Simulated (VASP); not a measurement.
Ge:

```
CELL_PARAMETERS angstrom
3.99759 0.00000 0.00000
-1.99879 3.46201 0.00000
0.00000 0.00000 6.59938
ATOMIC_POSITIONS crystal
Ge 0.33333 0.66667 0.93710
Ge 0.66667 0.33333 0.43710
Ge 0.33333 0.66667 0.56290
Ge 0.66667 0.33333 0.06290
```

| Item | Value |
| --- | --- |
| Program | VASP 6.6.1 |
| Task | relaxation of cell and atoms |
| Functional | revPBE |
| Potentials or basis | VASP PAW PBE potentials, release 64 (Ge_d) |
| Cutoff | 600 eV |
| k mesh | 8 × 8 × 4 |
| Occupations | fermi-dirac, width 0.05 eV |
| Spin | no spin polarisation |

At the start: pressure 4.1 GPa; volume 22.83 Å³/atom.

Task: How do energy, volume and symmetry change on relaxing?

Result: Over 12 steps the energy falls by 18.8 meV/atom and the volume is 24.37 Å³/atom (+6.7 %); space group P6_3/mmc (No. 194, to 0.05 Å).

Step by step:
```tsv
step	energy change (eV)	largest force (eV/Å)	pressure (GPa)	volume (Å³)
1	0.0000	0.0148	4.14	91.33
2	-0.0689	0.0439	-1.19	99.35
3	-0.0751	0.0290	0.09	97.39
4	-0.0751	0.0314	-0.02	97.52
5	-0.0752	0.0037	-0.11	97.53
6	-0.0752	0.0003	-0.08	97.54
7	-0.0752	0.0073	0.27	97.38
8	-0.0752	0.0005	-0.02	97.49
9	-0.0752	0.0032	0.06	97.47
10	-0.0752	0.0003	-0.11	97.47
11	-0.0752	0.0034	0.07	97.47
12	-0.0752	0.0007	0.02	97.47
```

Final structure:
```
CELL_PARAMETERS angstrom
4.08817 0.00000 0.00000
-2.04408 3.54046 0.00000
0.00000 0.00000 6.73424
ATOMIC_POSITIONS crystal
Ge 0.33333 0.66667 0.93730
Ge 0.66667 0.33333 0.43730
Ge 0.33333 0.66667 0.56270
Ge 0.66667 0.33333 0.06270
```

Caveat: the PAW data sets were made with another functional, which shifts forces and pressure a little.
